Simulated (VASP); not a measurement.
# Zn3S in VASP: notebook

Zn3S is run at these levels: PBE; tasks: relaxation of cell and atoms, single point.

Everything below comes from runs of VASP 6.6.1. Logs are shortened: lines on timing, memory, paths and dates and some standing lists are left out, and cuts for length are marked.

## Step 1: The cell of the first run

It takes space group Pm-3m (No. 221, cubic). The conventional cell has a = 3.954 Å, b = 3.954 Å, c = 3.954 Å, α = 90.00°, β = 90.00°, γ = 90.00°. Zn (site symmetry 4/mmm) has 8 Zn at 2.80 Å and 4 S at 2.80 Å within 3.7 Å. Within 3.7 Å of S (site symmetry m-3m) lie 12 Zn at 2.80 Å.

## Step 2: Relaxation of cell and atoms, PBE

The input, INCAR:

```
SYSTEM = Zn3S
PREC = Accurate
ENCUT = 600
EDIFF = 1E-6
ISMEAR = 0
SIGMA = 0.1
LREAL = .False.
LASPH = .True.
NELM = 60
ALGO = Normal
ISIF = 3
LWAVE = .False.
LCHARG = .False.
GGA = PE
IBRION = 2
NSW = 90
EDIFFG = -0.04
```

The input, KPOINTS:

```
regular mesh
0
Gamma
  4 4 4
  0 0 0
```

The input, POSCAR:

```
Zn3S
1.0
    3.9543140458      0.0000000000      0.0000000000
    0.0000000000      3.9543140458      0.0000000000
    0.0000000000      0.0000000000      3.9543140458
Zn S
3 1
Direct
    0.0000000000      0.5000000000      0.5000000000
    0.5000000000      0.0000000000      0.5000000000
    0.5000000000      0.5000000000      0.0000000000
    0.0000000000      0.0000000000      0.0000000000
```

Potentials or basis: VASP PAW PBE potentials, release 64 (Zn, S).

Started as:

```
> cat potpaw_PBE.64/Zn/POTCAR potpaw_PBE.64/S/POTCAR > POTCAR
> mpirun -np 1 vasp_std > vasp.out
```

OUTCAR:

```text
SYSTEM = Zn3S
   PREC = Accurate
   ENCUT = 600
   EDIFF = 1E-6
   ISMEAR = 0
   LREAL = .False.
   LASPH = .True.
   NELM = 60
   ISIF = 3
   GGA = PE
   IBRION = 2
   NSW = 90
   EDIFFG = -0.04

 ion  position               nearest neighbor table
   1  0.000  0.500  0.500-   2 2.80   3 2.80   4 2.80   3 2.80   4 2.80   2 2.80   4 2.80   4 2.80
                             2 2.80   3 2.80   3 2.80   2 2.80
   2  0.500  0.000  0.500-   1 2.80   3 2.80   4 2.80   3 2.80   4 2.80   1 2.80   3 2.80   3 2.80
                             1 2.80   4 2.80   4 2.80   1 2.80
   3  0.500  0.500  0.000-   1 2.80   2 2.80   4 2.80   1 2.80   2 2.80   2 2.80   4 2.80   2 2.80
                             1 2.80   4 2.80   1 2.80   4 2.80
   4  0.000  0.000  0.000-   1 2.80   2 2.80   3 2.80   1 2.80   2 2.80   1 2.80   3 2.80   1 2.80
                             2 2.80   3 2.80   2 2.80   3 2.80

  LATTYP: Found a simple cubic cell.
 ALAT       =     3.9543140458

  Lattice vectors:

 A1 = (   3.9543140458,   0.0000000000,   0.0000000000)
 A2 = (   0.0000000000,   3.9543140458,   0.0000000000)
 A3 = (   0.0000000000,   0.0000000000,   3.9543140458)

Analysis of symmetry for initial positions (statically):
=====================================================================
 Subroutine PRICEL returns:
 Original cell was already a primitive cell.

 Routine SETGRP: Setting up the symmetry group for a
 simple cubic supercell.

 Subroutine GETGRP returns: Found 48 space group operations
 (whereof 48 operations were pure point group operations)
 out of a pool of 48 trial point group operations.

The static configuration has the point symmetry O_h .

Analysis of symmetry for dynamics (positions and initial velocities):
=====================================================================
 Subroutine PRICEL returns:
 Original cell was already a primitive cell.

 Routine SETGRP: Setting up the symmetry group for a
 simple cubic supercell.

 Subroutine GETGRP returns: Found 48 space group operations
 (whereof 48 operations were pure point group operations)
 out of a pool of 48 trial point group operations.

The dynamic configuration has the point symmetry O_h .

 Subroutine INISYM returns: Found 48 space group operations
 (whereof 48 operations are pure point group operations),
 and found     1 'primitive' translations

----------------------------------------------------------------------------------------

                                     Primitive cell

  volume of cell :      61.8320

  direct lattice vectors                    reciprocal lattice vectors
     3.954314046  0.000000000  0.000000000     0.252888362  0.000000000  0.000000000
     0.000000000  3.954314046  0.000000000     0.000000000  0.252888362  0.000000000
     0.000000000  0.000000000  3.954314046     0.000000000  0.000000000  0.252888362

  length of vectors
     3.954314046  3.954314046  3.954314046     0.252888362  0.252888362  0.252888362

  position of ions in fractional coordinates (direct lattice)
     0.000000000  0.500000000  0.500000000
     0.500000000  0.000000000  0.500000000
     0.500000000  0.500000000  0.000000000
     0.000000000  0.000000000  0.000000000

  ion indices of the primitive-cell ions
   primitive index   ion index
                 1           1
                 2           2
                 3           3
                 4           4

----------------------------------------------------------------------------------------

 KPOINTS: regular mesh

Automatic generation of k-mesh.
[... 55 lines left out ...]
   IBRION =      2    ionic relax: 0-MD 1-quasi-New 2-CG
   NFREE  =      1    steps in history (QN), initial steepest desc. (CG)
   ISIF   =      3    stress and relaxation
   ISYM   =      2    0-nonsym 1-usesym 2-fastsym
   POTIM  = 0.5000    time-step for ionic-motion
   TEBEG  =    0.0;   TEEND  =   0.0 temperature during run
   PSTRESS=    0.0 pullay stress
   NELECT =      42.0000    total number of electrons
   NUPDOWN=      -1.0000    fix difference up-down
   EMIN   =  10.00;   EMAX   =-10.00  energy-range for DOS
   EFERMI =   0.00;   METHOD = LEGACY
   ISMEAR =     0;   SIGMA  =   0.10  broadening in eV -4-tet -1-fermi 0-gaus
   EFERMI_NEDOS =   21; number of points for ismear=-14 and -15
   IALGO  =     38    algorithm
   IMIX   =      4    mixing-type and parameters
     AMIX     =   0.40;   BMIX     =  1.00
     AMIX_MAG =   1.60;   BMIX_MAG =  1.00
  volume/ion in A,a.u.               =      15.46       104.32
  Fermi-wavevector in a.u.,A,eV,Ry     =   1.439086  2.719478 28.177240  2.070969
  Thomas-Fermi vector in A             =   2.557981
   LORBIT       =      0    0 simple, 1 ext, 2 COOP (PROOUT), +10 PAW based schemes
   GGA     = PE    functional components
   LHFCALC =     F    Hartree Fock is set to
   AEXX    =    0.0000 exact exchange contribution
   IVDW    =     0    specifies the selected vdW correction
   LEPSILON=     F    determine dielectric tensor
   LRPA    =     F    only Hartree local field effects (RPA)
 conjugate gradient relaxation of ions
 non-spin polarized calculation
 Gauss-broadening in eV      SIGMA  =   0.10
  energy-cutoff  :      600.00
  volume of cell :       61.83
 maximum number of plane-waves:      2103
 NGX is ok and might be reduce to    32
   NGX = 15   NGY = 15   NGZ = 15

--------------------------------------- Ionic step        1  -------------------------------------------

 number of electron      42.0000007 magnetization

 Free energy of the ion-electron system (eV)
  ---------------------------------------------------
  ext. energy  EPLUGINS =         0.00000000
  ---------------------------------------------------
  free energy    TOTEN  =        -6.82579701 eV

  energy without entropy =       -6.80734154  energy(sigma->0) =       -6.81656928

------------------------ aborting loop because EDIFF is reached ----------------------------------------

  FORCE on cell =-STRESS in cart. coord.  units (eV):
  Direction    XX          YY          ZZ          XY          YZ          ZX
  --------------------------------------------------------------------------------------
  -------------------------------------------------------------------------------------
  Total        1.8810548      1.8810548      1.8810548      0.0000000     -0.0000000      0.0000000
  in kB       48.7414630     48.7414630     48.7414630      0.0000000     -0.0000000      0.0000000
  external PRESSURE =      48.7414630 kB  Pullay stress =       0.0000000 kB

 VOLUME and BASIS-vectors are now :
 -----------------------------------------------------------------------------
  energy-cutoff  :      600.00
  volume of cell :       61.83
      direct lattice vectors                 reciprocal lattice vectors
     3.954314046  0.000000000  0.000000000     0.252888362  0.000000000  0.000000000
     0.000000000  3.954314046  0.000000000     0.000000000  0.252888362  0.000000000
     0.000000000  0.000000000  3.954314046     0.000000000  0.000000000  0.252888362

 POSITION                                       TOTAL-FORCE (eV/Angst)
 -----------------------------------------------------------------------------------
      0.00000      1.97716      1.97716         0.000000      0.000000      0.000000
      1.97716      0.00000      1.97716         0.000000      0.000000      0.000000
      1.97716      1.97716      0.00000         0.000000      0.000000      0.000000
      0.00000      0.00000      0.00000         0.000000      0.000000      0.000000
 -----------------------------------------------------------------------------------
    total drift:                                0.000000     -0.000000     -0.000000

  FREE ENERGIE OF THE ION-ELECTRON SYSTEM (eV)
  ---------------------------------------------------
  free  energy   TOTEN  =        -6.8257970080 eV

  energy  without entropy=       -6.8073415434  energy(sigma->0) =       -6.81656928

--------------------------------------- Ionic step        2  -------------------------------------------

 number of electron      42.0000055 magnetization

 Free energy of the ion-electron system (eV)
  ---------------------------------------------------
  ext. energy  EPLUGINS =         0.00000000
  ---------------------------------------------------
  free energy    TOTEN  =        -6.88590747 eV

  energy without entropy =       -6.86414060  energy(sigma->0) =       -6.87502403

 E-fermi :   4.0085     XC(G=0): -11.0451

 val. band max:        3.6511704936   @ k =   0.5000   0.0000   0.0000
 cond. band min:       4.0147490805   @ k =   0.2500   0.2500   0.2500
 fundamental gap:      0.3635785869
 Fermi energy:         4.0085120212

 k-point     1 :       0.0000    0.0000    0.0000
  band No.  band energies     occupation
      1     -10.2944      2.00000
      2      -4.2695      2.00000
      3      -3.8538      2.00000
      4      -3.8538      2.00000
      5      -3.8538      2.00000
      6      -3.7528      2.00000
[... 269 lines left out ...]
     24       9.5680      0.00000
     25       9.5680      0.00000

------------------------ aborting loop because EDIFF is reached ----------------------------------------

  FORCE on cell =-STRESS in cart. coord.  units (eV):
  Direction    XX          YY          ZZ          XY          YZ          ZX
  --------------------------------------------------------------------------------------
  -------------------------------------------------------------------------------------
  Total       -0.0287327     -0.0287327     -0.0287327     -0.0000000     -0.0000000      0.0000000
  in kB       -0.6960582     -0.6960582     -0.6960582     -0.0000000     -0.0000000      0.0000000
  external PRESSURE =      -0.6960582 kB  Pullay stress =       0.0000000 kB

 VOLUME and BASIS-vectors are now :
 -----------------------------------------------------------------------------
  energy-cutoff  :      600.00
  volume of cell :       66.14
      direct lattice vectors                 reciprocal lattice vectors
     4.044024656  0.000000000  0.000000000     0.247278413 -0.000000000  0.000000000
     0.000000000  4.044024656  0.000000000    -0.000000000  0.247278413  0.000000000
    -0.000000000 -0.000000000  4.044024656    -0.000000000 -0.000000000  0.247278413

 POSITION                                       TOTAL-FORCE (eV/Angst)
 -----------------------------------------------------------------------------------
     -0.00000      2.02201      2.02201        -0.000000     -0.000000      0.000000
      2.02201      0.00000      2.02201        -0.000000     -0.000000      0.000000
      2.02201      2.02201      0.00000         0.000000      0.000000      0.000000
      0.00000      0.00000      0.00000         0.000000      0.000000      0.000000
 -----------------------------------------------------------------------------------
    total drift:                                0.000000     -0.000000     -0.000000

  FREE ENERGIE OF THE ION-ELECTRON SYSTEM (eV)
  ---------------------------------------------------
  free  energy   TOTEN  =        -6.8859074689 eV

  energy  without entropy=       -6.8641405989  energy(sigma->0) =       -6.87502403

 reached required accuracy - stopping structural energy minimisation
```

It took 43 s on 1 thread of AMD EPYC 7R13, shared host; peak memory 0.15 GiB.

What came out:

| Property | Result |
| --- | --- |
| Free energy | -6.8859 eV |
| Relaxed volume | 16.53 Å³/atom |
| Relaxed cell | a = 4.044 Å, b = 4.044 Å, c = 4.044 Å, α = 90.00°, β = 90.00°, γ = 90.00° |
| Space group after relaxing (to 0.1 Å) | Pm-3m (No. 221) |
| Energy gained by relaxing | 15.0 meV/atom |
| Ionic steps | 2 |
| Pressure after relaxing | -0.1 GPa |
| Band gap on the k mesh | zero (bands 21 and 22 overlap by 2.78 eV) |

The path:
| step | energy change (eV) | largest force (eV/Å) | pressure (GPa) | volume (Å³) |
| --- | --- | --- | --- | --- |
| 1 | 0.0000 | 0.0000 | 4.87 | 61.83 |
| 2 | -0.0601 | 0.0000 | -0.07 | 66.14 |

Final structure:
```cif
data_structure
_symmetry_space_group_name_H-M 'P 1'
_symmetry_Int_Tables_number 1
_cell_length_a 4.0440
_cell_length_b 4.0440
_cell_length_c 4.0440
_cell_angle_alpha 90.000
_cell_angle_beta 90.000
_cell_angle_gamma 90.000
_cell_volume 66.14
loop_
_atom_site_label
_atom_site_type_symbol
_atom_site_fract_x
_atom_site_fract_y
_atom_site_fract_z
_atom_site_occupancy
Zn1 Zn 0.00000 0.50000 0.50000 1
Zn2 Zn 0.50000 0.00000 0.50000 1
Zn3 Zn 0.50000 0.50000 0.00000 1
S1 S 0.00000 0.00000 0.00000 1
```

Levels at points of the mesh, in eV from the Fermi level:
| k point | band 18 | band 19 | band 20 | band 21 | band 22 | band 23 | band 24 | band 25 |
| --- | --- | --- | --- | --- | --- | --- | --- | --- |
| (0.00, 0.00, 0.00) | -4.15 | -4.15 | -4.15 | 0.60 | 0.60 | 3.16 | 3.16 | 3.16 |
| (0.50, 0.00, 0.00) | -3.16 | -2.99 | -2.99 | -0.36 | 1.41 | 1.41 | 2.46 | 2.57 |
| (0.50, 0.50, 0.00) | -5.80 | -5.12 | -2.35 | 0.58 | 1.41 | 1.41 | 3.60 | 3.60 |
| (0.50, 0.50, 0.50) | -5.48 | -5.48 | -2.76 | -2.17 | -2.17 | -2.17 | 5.56 | 5.56 |

Caveat: the k points lie up to 0.39 Å⁻¹ apart in the final cell, too coarse for converged energies and pressures of a metal.

## Step 3: Single point, PBE

This run uses another cell than the first one, of 15.12 Å³/atom.

The input, INCAR:

```
ALGO = Normal ; EDIFF = 1E-7
ENCUT = 520 ; GGA = PE
ISIF = 2 ; ISMEAR = 0
LASPH = True ; LCHARG = True
LELF = True ; LREAL = False
LVHAR = True ; LWAVE = False
NBANDS = 29 ; NELM = 100
PREC = Accurate ; SIGMA = 0.1
```

The input, KPOINTS:

```
k-points
0
Gamma
  6 6 6
```

The input, POSCAR:

```
Zn3S
1.0
    3.9388531358      0.0000000000      0.0000000000
    0.0000000000      3.9388531358      0.0000000000
    0.0000000000      0.0000000000      3.8983672231
Zn S
3 1
Direct
    0.0000000000      0.5000000000      0.5000000000
    0.5000000000      0.0000000000      0.5000000000
    0.5000000000      0.5000000000      0.0000000000
    0.0000000000      0.0000000000      0.0000000000
```

Potentials or basis: VASP PAW PBE potentials, release 64 (Zn, S).

Started as:

```
> cat potpaw_PBE.64/Zn/POTCAR potpaw_PBE.64/S/POTCAR > POTCAR
> mpirun -np 1 vasp_std > vasp.out
```

Run time: 91 s. Hardware: 1 thread of AMD EPYC 7R13, shared host; peak memory 0.17 GiB.

Results (log left out):

```
Free energy            : -6.6614 eV
Pressure               : 7.4 GPa
Band gap on the k mesh : zero (bands 21 and 22 overlap by 3.03 eV)
```

Stress tensor (GPa, compression positive):
```
7.48 0.00 0.00
0.00 7.48 0.00
0.00 0.00 7.35
```

Levels at points of the mesh, in eV from the Fermi level:
```
           k point  band 17  band 18  band 19  band 20  band 21  band 22  band 23  band 24  band 25  band 26
(0.00, 0.00, 0.00)    -5.39    -4.44    -4.44    -4.34     0.75     0.91     3.46     3.46     3.54     8.36
(0.50, 0.00, 0.00)    -6.86    -3.07    -2.99    -2.99    -0.12     1.35     1.51     2.56     3.09     7.60
(0.50, 0.50, 0.00)    -5.92    -5.92    -5.41    -2.25     0.74     1.95     1.95     3.76     3.76     5.10
(0.00, 0.00, 0.50)    -6.88    -3.03    -3.02    -3.02    -0.14     1.40     1.40     2.49     3.00     7.50
(0.50, 0.00, 0.50)    -5.91    -5.89    -5.37    -2.29     0.62     1.85     1.91     3.64     3.68     4.98
(0.50, 0.50, 0.50)    -5.92    -5.89    -5.89    -3.01    -2.06    -2.06    -2.03     6.15     6.15     6.34
```

Caveat: the cell stands under pressure.

## Step 4: Relaxation of cell and atoms, PBE

This run uses another cell than the first one, of 15.12 Å³/atom.

The input, INCAR:

```
SYSTEM = Zn3S
PREC = Accurate ; ENCUT = 600
EDIFF = 1E-7 ; ISMEAR = 0
SIGMA = 0.1 ; LREAL = .False.
LASPH = .True. ; NELM = 80
ALGO = Normal ; ISIF = 3
LWAVE = .False. ; LCHARG = .False.
GGA = PE ; IBRION = 2
NSW = 90 ; EDIFFG = -0.04
```

The input, KPOINTS:

```
regular mesh
0
Gamma
  4 4 4
  0 0 0
```

POSCAR is that of step 3.

Started as:

```
> cat potpaw_PBE.64/Zn/POTCAR potpaw_PBE.64/S/POTCAR > POTCAR
> mpirun -np 1 vasp_std > vasp.out
```

Run time: 75 s. Hardware: 1 thread of AMD EPYC 7R13, shared host; peak memory 0.16 GiB.

The run converged. Its results:

```yaml
Free_energy: -6.8851 eV
Relaxed_volume: 16.59 Å³/atom
Relaxed_cell: a = 4.060 Å, b = 4.060 Å, c = 4.025 Å, α = 90.00°, β = 90.00°, γ = 90.00°
Space_group_after_relaxing_to_0.1_Å: Pm-3m (No. 221)
Energy_gained_by_relaxing: 27.4 meV/atom
Ionic_steps: 2
Pressure_after_relaxing: -0.3 GPa
Band_gap_on_the_k_mesh: zero (bands 21 and 22 overlap by 2.82 eV)
```

Stress tensor (GPa, compression positive):
```
-0.33  0.00  0.00
 0.00 -0.33  0.00
 0.00  0.00 -0.18
```

Step by step:
| step | energy change (eV) | largest force (eV/Å) | pressure (GPa) | volume (Å³) |
| --- | --- | --- | --- | --- |
| 1 | 0.0000 | 0.0000 | 6.88 | 60.48 |
| 2 | -0.1097 | 0.0000 | -0.28 | 66.34 |

Final structure:
```yaml
crystal:
  lattice:
    - [4.05963, 0.00000, 0.00000]
    - [0.00000, 4.05963, 0.00000]
    - [0.00000, 0.00000, 4.02539]
  atoms:
    - { symbol: Zn, position: [0.00000, 0.50000, 0.50000] }
    - { symbol: Zn, position: [0.50000, 0.00000, 0.50000] }
    - { symbol: Zn, position: [0.50000, 0.50000, 0.00000] }
    - { symbol: S, position: [0.00000, 0.00000, 0.00000] }
```

Levels at points of the mesh, in eV from the Fermi level:
| k point | band 19 | band 20 | band 21 | band 22 | band 23 | band 24 |
| --- | --- | --- | --- | --- | --- | --- |
| (0.00, 0.00, 0.00) | -4.15 | -4.08 | 0.54 | 0.67 | 3.14 | 3.14 |
| (0.50, 0.00, 0.00) | -3.01 | -2.96 | -0.35 | 1.37 | 1.49 | 2.47 |
| (0.50, 0.50, 0.00) | -5.12 | -2.32 | 0.64 | 1.43 | 1.43 | 3.65 |
| (0.00, 0.00, 0.50) | -2.98 | -2.98 | -0.37 | 1.40 | 1.40 | 2.40 |
| (0.50, 0.00, 0.50) | -5.09 | -2.35 | 0.56 | 1.36 | 1.40 | 3.56 |
| (0.50, 0.50, 0.50) | -5.45 | -2.75 | -2.18 | -2.18 | -2.15 | 5.50 |

Caveat: the k points lie up to 0.39 Å⁻¹ apart in the final cell, too coarse for converged energies and pressures of a metal.

[end of part 1 of 2]

The gap in the log of VASP goes by the Fermi energy; the results here count the filled bands.